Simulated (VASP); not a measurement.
Runs of VASP 6.6.1 on Al2O3. The structure is that of space group P-6m2 (No. 187), or close to it. The cells are those of the table. 

```csv
cell,gap on the mesh (eV),pressure (GPa),largest force (eV/Å)
"a = 2.884, b = 2.884, c = 9.617 Å, angles 90.0, 90.0, 120.0°, 5 atoms",(b),-8.7,0.87
"a = 2.971, b = 2.971, c = 9.197 Å, angles 90.0, 90.0, 120.0°, 5 atoms",3.96,-13.4,0.86
"a = 2.798, b = 2.798, c = 9.197 Å, angles 90.0, 90.0, 120.0°, 5 atoms",5.57,6.3,0.52
"a = 2.841, b = 2.841, c = 9.057 Å, angles 90.0, 90.0, 120.0°, 5 atoms",5.12,1.8,(a)
"a = 2.971, b = 2.971, c = 9.617 Å, angles 90.0, 90.0, 120.0°, 5 atoms",4.00,-16.0,(c)
"a = 2.841, b = 2.841, c = 9.617 Å, angles 90.0, 90.0, 120.0°, 5 atoms",5.14,-4.1,(d)
"a = 2.798, b = 2.798, c = 9.617 Å, angles 90.0, 90.0, 120.0°, 5 atoms",5.54,1.3,0.98
"a = 2.798, b = 2.798, c = 9.337 Å, angles 90.0, 90.0, 120.0°, 5 atoms",5.57,4.5,0.69
```

Alike in all rows: task single point; level LDA; potentials or basis VASP PAW LDA potentials, release 64 (Al, O); no spin polarisation; k mesh 12 × 12 × 4; cutoff (eV) 520; smearing gaussian 0.05 eV.

Question: Fill in the values left out.

Answer: (a) 0.26; (b) 4.74; (c) 1.36; (d) 0.60.

Caveats: forces of over 1 eV/Å act on the atoms, so gaps and moduli don't describe the material at rest (some runs).

A k mesh can miss the band edges.
